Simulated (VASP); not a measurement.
# AlH6 (P3m1) in VASP: notebook

Runs on AlH6. Level: PBE. Tasks: single point, relaxation of cell and atoms.

Everything below comes from runs of VASP 6.6.1. Logs are shortened: lines on timing, memory, paths and dates and some standing lists are left out, and cuts for length are marked.

## 1. The cell of the first run

Symmetry: P3m1, No. 156, trigonal system. Conventional cell: a = 4.006 Å, b = 4.006 Å, c = 3.779 Å, α = 90.00°, β = 90.00°, γ = 120.00°. Within 1.7 Å of Al (site symmetry 3m) lie 1 H at 1.28 Å. Within 1.5 Å of H (site symmetry m) lie 3 H at 1.12 to 1.16 Å. H (site symmetry 3m) has 1 Al at 1.28 Å within 1.7 Å. Within 1.4 Å of H (site symmetry 3m) lie 1 H at 1.07 Å. H (site symmetry 3m) has 4 H at 1.07 to 1.12 Å within 1.4 Å.

## 2. Single point, PBE

INCAR reads:

```
SYSTEM = AlH6
ALGO = Normal ; EDIFF = 1E-6
ENCUT = 520 ; GGA = PE
ISIF = 2 ; ISMEAR = 0
LASPH = .True. ; LCHARG = .False.
LREAL = .False. ; LWAVE = .False.
NBANDS = 14 ; NELM = 80
PREC = Accurate ; SIGMA = 0.1
```

KPOINTS reads:

```
k-points
0
Gamma
  6 6 4
  0 0 0
```

POSCAR reads:

```
AlH6
1.0
    4.0060451700      0.0000000000      0.0000000000
   -2.0030225900      3.4693368900      0.0000000000
    0.0000000000      0.0000000000      3.7787190300
Al H
1 6
Direct
    0.0000000000      0.0000000000      0.4418860200
    0.4296435700      0.5703564300      0.3797126200
    0.4296435700      0.8592871300      0.3797126200
    0.1407128700      0.5703564300      0.3797126200
    0.0000000000      0.0000000000      0.7815209300
    0.3333333300      0.6666666700      0.8594320100
    0.3333333300      0.6666666700      0.1433413800
```

Potentials or basis: VASP PAW PBE potentials, release 64 (Al, H).

Started as:

```console
$ cat potpaw_PBE.64/Al/POTCAR potpaw_PBE.64/H/POTCAR > POTCAR
$ mpirun -np 1 vasp_std > vasp.out
```

OUTCAR:

```text
SYSTEM = AlH6
   EDIFF = 1E-6
   ENCUT = 520
   GGA = PE
   ISIF = 2
   ISMEAR = 0
   LASPH = .True.
   LREAL = .False.
   NELM = 80
   PREC = Accurate

 ion  position               nearest neighbor table
   1  0.000  0.000  0.442-   5 1.28   3 2.07   4 2.07   2 2.07   2 2.07   3 2.07   4 2.07
   2  0.430  0.570  0.380-   1 2.07   1 2.07
   3  0.430  0.859  0.380-   1 2.07   1 2.07
   4  0.141  0.570  0.380-   1 2.07   1 2.07
   5  0.000  0.000  0.782-   1 1.28
   6  0.333  0.667  0.859-
   7  0.333  0.667  0.143-

  LATTYP: Found a hexagonal cell.
 ALAT       =     4.0060451700
 C/A-ratio  =     0.9432542245

  Lattice vectors:

 A1 = (   4.0060451700,   0.0000000000,   0.0000000000)
 A2 = (  -2.0030225900,   3.4693368900,   0.0000000000)
 A3 = (   0.0000000000,   0.0000000000,   3.7787190300)

Analysis of symmetry for initial positions (statically):
=====================================================================
 Subroutine PRICEL returns:
 Original cell was already a primitive cell.

 Routine SETGRP: Setting up the symmetry group for a
 hexagonal supercell.

 Subroutine GETGRP returns: Found  6 space group operations
 (whereof  6 operations were pure point group operations)
 out of a pool of 24 trial point group operations.

The static configuration has the point symmetry C_3v.

Analysis of symmetry for dynamics (positions and initial velocities):
=====================================================================
 Subroutine PRICEL returns:
 Original cell was already a primitive cell.

 Routine SETGRP: Setting up the symmetry group for a
 hexagonal supercell.

 Subroutine GETGRP returns: Found  6 space group operations
 (whereof  6 operations were pure point group operations)
 out of a pool of 24 trial point group operations.

The dynamic configuration has the point symmetry C_3v.

 Subroutine INISYM returns: Found  6 space group operations
 (whereof  6 operations are pure point group operations),
 and found     1 'primitive' translations

----------------------------------------------------------------------------------------

                                     Primitive cell

  volume of cell :      52.5178

  direct lattice vectors                    reciprocal lattice vectors
     4.006045170  0.000000000  0.000000000     0.249622747  0.144119760  0.000000000
    -2.003022590  3.469336890  0.000000000     0.000000000  0.288239520  0.000000000
     0.000000000  0.000000000  3.778719030     0.000000000  0.000000000  0.264639946

  length of vectors
     4.006045170  4.006045176  3.778719030     0.288239520  0.288239520  0.264639946

  position of ions in fractional coordinates (direct lattice)
     0.000000000  0.000000000  0.441886020
     0.429643570  0.570356430  0.379712620
     0.429643570  0.859287130  0.379712620
     0.140712870  0.570356430  0.379712620
     0.000000000  0.000000000  0.781520930
     0.333333330  0.666666670  0.859432010
     0.333333330  0.666666670  0.143341380

  ion indices of the primitive-cell ions
   primitive index   ion index
                 1           1
                 2           2
                 3           3
                 4           4
                 5           5
                 6           6
                 7           7

----------------------------------------------------------------------------------------

 KPOINTS: k-points

Automatic generation of k-mesh.
 Grid dimensions read from file:
 generate k-points for:    6    6    4

 Generating k-lattice:

  Cartesian coordinates                     Fractional coordinates (reciprocal lattice)
     0.041603791  0.024019960  0.000000000     0.166666667  0.000000000  0.000000000
     0.000000000  0.048039920  0.000000000     0.000000000  0.166666667  0.000000000
     0.000000000  0.000000000  0.066159986     0.000000000  0.000000000  0.250000000

  Length of vectors
     0.048039920  0.048039920  0.066159986

  Shift w.r.t. Gamma in fractional coordinates (k-lattice)
     0.000000000  0.000000000  0.000000000

 Subroutine IBZKPT returns following result:
 ===========================================

 Found     24 irreducible k-points:

 Following reciprocal coordinates:
            Coordinates               Weight
  0.000000  0.000000  0.000000      1.000000
  0.166667 -0.000000  0.000000      6.000000
  0.333333  0.000000  0.000000      6.000000
  0.500000 -0.000000  0.000000      3.000000
  0.166667  0.166667  0.000000      6.000000
  0.333333  0.166667  0.000000     12.000000
[... 16 lines left out ...]
  0.333333  0.166667  0.500000     12.000000
  0.333333  0.333333  0.500000      2.000000
   k-points           NKPTS =     24   k-points in BZ     NKDIM =     24   number of bands    NBANDS=     14
   number of dos      NEDOS =    301   number of ions     NIONS =      7
   total plane-waves  NPLWV =  25200
   dimension x,y,z NGX =    30 NGY =   30 NGZ =   28
   dimension x,y,z NGXF=    60 NGYF=   60 NGZF=   56
   ions per type =               1   6
   NGX,Y,Z   is equivalent  to a cutoff of  12.45, 12.45, 12.32 a.u.
   NGXF,Y,Z  is equivalent  to a cutoff of  24.90, 24.90, 24.64 a.u.
 SYSTEM =  AlH6
   PREC   = accura    normal or accurate (medium, high low for compatibility)
   ISTART =      0    job   : 0-new  1-cont  2-samecut
   ICHARG =      2    charge: 1-file 2-atom 10-const
   ISPIN  =      1    spin polarized calculation?
   LNONCOLLINEAR =      F non collinear calculations
   LSORBIT =      F    spin-orbit coupling
   LASPH  =      T    aspherical Exc in radial PAW
   ENCUT  =  520.0 eV  38.22 Ry    6.18 a.u.   7.45  7.45  7.03*2*pi/ulx,y,z
   NELM   =     80;   NELMIN=  2; NELMDL= -5     # of ELM steps
   EDIFF  = 0.1E-05   stopping-criterion for ELM
   LREAL  =      F    real-space projection
   EDIFFG = 0.1E-04   stopping-criterion for IOM
   NSW    =      0    number of steps for IOM
   IBRION =     -1    ionic relax: 0-MD 1-quasi-New 2-CG
   NFREE  =      0    steps in history (QN), initial steepest desc. (CG)
   ISIF   =      2    stress and relaxation
   ISYM   =      2    0-nonsym 1-usesym 2-fastsym
   POTIM  = 0.5000    time-step for ionic-motion
   TEBEG  =    0.0;   TEEND  =   0.0 temperature during run
   PSTRESS=    0.0 pullay stress
   NELECT =       9.0000    total number of electrons
   NUPDOWN=      -1.0000    fix difference up-down
   EMIN   =  10.00;   EMAX   =-10.00  energy-range for DOS
   EFERMI =   0.00;   METHOD = LEGACY
   ISMEAR =     0;   SIGMA  =   0.10  broadening in eV -4-tet -1-fermi 0-gaus
   EFERMI_NEDOS =   21; number of points for ismear=-14 and -15
   IALGO  =     38    algorithm
   IMIX   =      4    mixing-type and parameters
     AMIX     =   0.40;   BMIX     =  1.00
     AMIX_MAG =   1.60;   BMIX_MAG =  1.00
  volume/ion in A,a.u.               =       7.50        50.63
  Fermi-wavevector in a.u.,A,eV,Ry     =   0.909327  1.718379 11.250322  0.826875
  Thomas-Fermi vector in A             =   2.033358
   LORBIT       =      0    0 simple, 1 ext, 2 COOP (PROOUT), +10 PAW based schemes
   GGA     = PE    functional components
   LHFCALC =     F    Hartree Fock is set to
   AEXX    =    0.0000 exact exchange contribution
   IVDW    =     0    specifies the selected vdW correction
   LEPSILON=     F    determine dielectric tensor
   LRPA    =     F    only Hartree local field effects (RPA)
 non-spin polarized calculation
 Gauss-broadening in eV      SIGMA  =   0.10
  energy-cutoff  :      520.00
  volume of cell :       52.52
 maximum number of plane-waves:      1430
 NGX is ok and might be reduce to    30
   NGX = 15   NGY = 15   NGZ = 15

 number of electron       8.9999999 magnetization

 Free energy of the ion-electron system (eV)
  ---------------------------------------------------
  ext. energy  EPLUGINS =         0.00000000
  ---------------------------------------------------
  free energy    TOTEN  =       -16.45496407 eV

  energy without entropy =      -16.44690559  energy(sigma->0) =      -16.45093483

 E-fermi :   0.7508     XC(G=0):  -8.3757

 val. band max:        0.6890225071   @ k =   0.1667   0.1667   0.2500
 cond. band min:       0.8354823939   @ k =   0.3333   0.0000   0.5000
 fundamental gap:      0.1464598867
 Fermi energy:         0.7508420561

 k-point     1 :       0.0000    0.0000    0.0000
  band No.  band energies     occupation
      1     -11.8771      2.00000
      2      -3.8691      2.00000
      3      -0.1810      2.00000
      4       1.4389      0.00000
      5       1.4389      0.00000
      6       3.4470      0.00000
      7       4.7658      0.00000
      8       5.3623      0.00000
      9       5.3623      0.00000
     10      10.3137      0.00000
     11      11.8008      0.00000
     12      14.2268      0.00000
     13      14.2268      0.00000
     14      15.7987      0.00000

 k-point     2 :       0.1667   -0.0000    0.0000
  band No.  band energies     occupation
      1     -11.7312      2.00000
      2      -4.1816      2.00000
      3      -0.3039      2.00000
      4       0.8792      0.06951
      5       0.9838      0.00099
      6       3.5885      0.00000
      7       4.6846      0.00000
      8       6.3748      0.00000
      9       6.3783      0.00000
     10      10.4365      0.00000
     11      11.5213      0.00000
     12      13.6427      0.00000
     13      13.9833      0.00000
     14      15.1629      0.00000

 k-point     3 :       0.3333    0.0000    0.0000
  band No.  band energies     occupation
      1     -11.4016      2.00000
      2      -4.9073      2.00000
      3      -0.5005      2.00000
      4       0.3581      2.00000
      5       0.4278      2.00000
      6       3.4458      0.00000
      7       4.7973      0.00000
      8       7.7300      0.00000
      9       8.5245      0.00000
     10      10.1324      0.00000
     11      11.9179      0.00000
     12      13.0207      0.00000
     13      13.6724      0.00000
     14      14.3662      0.00000

 k-point     4 :       0.5000   -0.0000    0.0000
  band No.  band energies     occupation
      1     -11.2111      2.00000
      2      -5.3095      2.00000
      3      -0.5862      2.00000
      4       0.1161      2.00000
      5       0.3334      2.00000
      6       3.6295      0.00000
      7       4.4532      0.00000
      8       7.9501      0.00000
      9      10.0141      0.00000
     10      11.0774      0.00000
     11      12.1230      0.00000
     12      13.3393      0.00000
     13      13.5261      0.00000
     14      14.0116      0.00000

 k-point     5 :       0.1667    0.1667    0.0000
  band No.  band energies     occupation
      1     -11.4905      2.00000
      2      -4.6812      2.00000
      3      -0.6104      2.00000
      4       0.0604      2.00000
      5       0.9879      0.00080
      6       3.8101      0.00000
      7       4.9645      0.00000
      8       6.5850      0.00000
      9       8.2550      0.00000
     10      10.1579      0.00000
     11      12.0124      0.00000
[... 276 lines left out ...]
 k-point    22 :       0.1667    0.1667    0.5000
  band No.  band energies     occupation
      1     -10.9324      2.00000
      2      -5.0019      2.00000
      3      -1.8717      2.00000
      4      -1.0497      2.00000
      5       0.4560      1.99997
      6       4.3752      0.00000
      7       6.5745      0.00000
      8       6.9245      0.00000
      9       9.4150      0.00000
     10       9.5865      0.00000
     11      11.1233      0.00000
     12      12.3425      0.00000
     13      14.6987      0.00000
     14      15.7825      0.00000

 k-point    23 :       0.3333    0.1667    0.5000
  band No.  band energies     occupation
      1     -10.7085      2.00000
      2      -4.4184      2.00000
      3      -2.8415      2.00000
      4      -1.7061      2.00000
      5      -0.3674      2.00000
      6       4.6943      0.00000
      7       5.7546      0.00000
      8       8.3840      0.00000
      9       9.5581      0.00000
     10      11.9188      0.00000
     11      12.2141      0.00000
     12      12.8662      0.00000
     13      13.4034      0.00000
     14      15.7587      0.00000

 k-point    24 :       0.3333    0.3333    0.5000
  band No.  band energies     occupation
      1     -10.6309      2.00000
      2      -4.0565      2.00000
      3      -3.1359      2.00000
      4      -1.5705      2.00000
      5      -1.4076      2.00000
      6       5.0594      0.00000
      7       6.4945      0.00000
      8       7.9858      0.00000
      9      10.4844      0.00000
     10      11.2480      0.00000
     11      11.8332      0.00000
     12      12.7787      0.00000
     13      14.3463      0.00000
     14      15.9243      0.00000

------------------------ aborting loop because EDIFF is reached ----------------------------------------

  FORCE on cell =-STRESS in cart. coord.  units (eV):
  Direction    XX          YY          ZZ          XY          YZ          ZX
  --------------------------------------------------------------------------------------
  -------------------------------------------------------------------------------------
  Total        0.6454982      0.6454982     10.9737546     -0.0000000      0.0000000     -0.0000000
  in kB       19.6924025     19.6924026    334.7795406     -0.0000000      0.0000000     -0.0000000
  external PRESSURE =     124.7214486 kB  Pullay stress =       0.0000000 kB

 VOLUME and BASIS-vectors are now :
 -----------------------------------------------------------------------------
  energy-cutoff  :      520.00
  volume of cell :       52.52
      direct lattice vectors                 reciprocal lattice vectors
     4.006045170  0.000000000  0.000000000     0.249622747  0.144119760  0.000000000
    -2.003022590  3.469336890  0.000000000     0.000000000  0.288239520  0.000000000
     0.000000000  0.000000000  3.778719030     0.000000000  0.000000000  0.264639946

 POSITION                                       TOTAL-FORCE (eV/Angst)
 -----------------------------------------------------------------------------------
      0.00000      0.00000      1.66976         0.000000     -0.000000     -7.442927
      0.57873      1.97876      1.43483         2.292492     -1.323571      1.017577
      0.00000      2.98116      1.43483        -0.000000      2.647142      1.017577
     -0.57873      1.97876      1.43483        -2.292492     -1.323571      1.017577
      0.00000      0.00000      2.95315         0.000000     -0.000000      8.348568
     -0.00000      2.31289      3.24755         0.000000     -0.000000      2.373189
     -0.00000      2.31289      0.54165         0.000000     -0.000000     -6.331561
 -----------------------------------------------------------------------------------
    total drift:                               -0.000000      0.000000     -0.000149

  FREE ENERGIE OF THE ION-ELECTRON SYSTEM (eV)
  ---------------------------------------------------
  free  energy   TOTEN  =       -16.4549640663 eV

  energy  without entropy=      -16.4469055946  energy(sigma->0) =      -16.45093483
```

Run time: 16 s. Hardware: 1 thread of Intel Xeon Platinum 8488C (Sapphire Rapids), shared host; peak memory 0.16 GiB.

Results:

```
Free energy   : -16.4550 eV
Pressure      : 12.5 GPa
Largest force : 8.349 eV/Å
```

Forces in eV/Å, atoms in the order of the input:
```
Al   0.000  0.000 -7.443
H    2.292 -1.324  1.018
H    0.000  2.647  1.018
H   -2.292 -1.324  1.018
H    0.000  0.000  8.349
H    0.000  0.000  2.373
H    0.000  0.000 -6.332
```

Levels at points of the mesh, in eV from the Fermi level:
| k point | band 2 | band 3 | band 4 | band 5 | band 6 | band 7 | band 8 | band 9 |
| --- | --- | --- | --- | --- | --- | --- | --- | --- |
| (0.00, 0.00, 0.00) | -4.62 | -0.93 | 0.69 | 0.69 | 2.70 | 4.01 | 4.61 | 4.61 |
| (0.50, 0.00, 0.00) | -6.06 | -1.34 | -0.63 | -0.42 | 2.88 | 3.70 | 7.20 | 9.26 |
| (0.00, 0.00, 0.50) | -6.34 | -1.10 | 0.93 | 1.06 | 1.06 | 5.41 | 5.41 | 8.92 |
| (0.50, 0.00, 0.50) | -5.16 | -3.80 | -2.55 | -0.14 | 2.30 | 5.88 | 7.07 | 9.73 |

Caveat: the k points lie up to 0.42 Å⁻¹ apart; forces of over 1 eV/Å act on the atoms, so gaps and moduli don't describe the material at rest.

(Part 1 of 2 ends here.)
